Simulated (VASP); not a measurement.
Input of a VASP 6.6.1 run:

File INCAR:

```
SYSTEM = SnO
ALGO     = Normal         ! electronic algorithm
DIPOL    = 0.5 0.5 0.500
EDIFF    = 1E-6           ! SCF threshold, eV
ENCUT    = 520            ! plane-wave cutoff, eV
GGA      = PE             ! functional
IDIPOL   = 3            
ISIF     = 2              ! what is computed and relaxed
ISMEAR   = 0              ! smearing method
IVDW     = 12             ! dispersion correction
LASPH    = .TRUE.         ! aspherical terms in the spheres
LCHARG   = .TRUE.         ! write CHGCAR
LDIPOL   = .TRUE.       
LELF     = .TRUE.         ! ELF
LREAL    = .FALSE.        ! projectors in reciprocal space
LVACPOTAV= .TRUE.       
LVHAR    = .TRUE.       
LWAVE    = .FALSE.        ! write WAVECAR
NBANDS   = 28             ! bands
NELM     = 100            ! most SCF steps
PREC     = Accurate       ! precision mode
SIGMA    = 0.1            ! smearing width, eV
```

The input KPOINTS:

```
k-points
0
G
  6 6 1
  0 0 0
```

Contents of POSCAR:

```
SnO
1.0
    3.8363721119      0.0000000000      0.0000000000
    0.0000000000      3.8363721119      0.0000000000
    0.0000000000      0.0000000000     30.6319093377
Sn O
2 2
Direct
    0.5000000000      0.0000000000      0.4621970240
    0.0000000000      0.5000000000      0.5378029760
    0.0000000000      0.0000000000      0.5000000000
    0.5000000000      0.5000000000      0.5000000000
```

Potentials or basis: VASP PAW PBE potentials, release 64 (Sn_d, O).

Command:

```bash
$ cat potpaw_PBE.64/Sn_d/POTCAR potpaw_PBE.64/O/POTCAR > POTCAR
$ mpirun -np 1 vasp_std > vasp.out
```

Question: Predict the dispersion energy per atom.

Answer: -0.136 eV.

Question: What does it give for the band gap on the k mesh?

Answer: 2.97 eV (least direct gap 3.01 eV).

Forces in eV/Å, atoms in the order of the input:
```
Sn   0.000  0.000 -0.427
Sn   0.000  0.000  0.427
O    0.000  0.000  0.000
O    0.000  0.000  0.000
```

Caveat: the cell differs from its parent crystal (a layer taken out of the bulk); spin-orbit coupling is left out, which moves the levels of the heavy elements.
